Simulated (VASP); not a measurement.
**MgS: single point with HSE06**

MgS:

```
Mg S
1.0
     3.58383    0.00000    0.00000
    -1.79191    3.10369    0.00000
     0.00000    0.00000    6.04347
Mg S
2 2
Direct
  0.00000 0.00000 0.00000
  0.00000 0.00000 0.50000
  0.33333 0.66667 0.25000
  0.66667 0.33333 0.75000
```

This cell differs from its parent crystal: strain -1.7%.

```
Program             : VASP 6.6.1
Task                : single point
Functional          : HSE06
Potentials or basis : VASP PAW PBE potentials, release 64 (Mg, S)
Cutoff              : 520 eV
k mesh              : 6 × 6 × 4
Occupations         : gaussian, width 0.01 eV
Spin                : no spin polarisation
```

- Pressure: 3.7 GPa
- Band gap on the k mesh: 4.51 eV (least direct gap 5.07 eV)

Stress tensor (GPa, compression positive):
```
3.69 0.00 0.00
0.00 3.69 0.00
0.00 0.00 3.85
```

Levels at points of the mesh, in eV from the valence-band top:
```csv
k point,band 6,band 7,band 8,band 9,band 10,band 11
"(0.00, 0.00, 0.00)",-0.25,0.00,0.00,5.07,5.79,7.88
"(0.50, 0.00, 0.00)",-1.92,-1.86,-0.73,4.96,5.59,6.09
"(0.00, 0.00, 0.50)",-0.30,-0.30,-0.30,6.14,6.14,8.78
"(0.50, 0.00, 0.50)",-1.74,-1.36,-1.36,5.14,5.14,6.26
```

Wall time 29 min on 1 thread of AMD EPYC 7R13 Processor (Zen 3) (shared host), peak memory 0.29 GiB.

Caveat: the cell differs from its parent crystal (strain -1.7%); the cell stands under pressure; the PAW data sets were made with another functional, which shifts forces and pressure a little. A k mesh can miss the band edges.
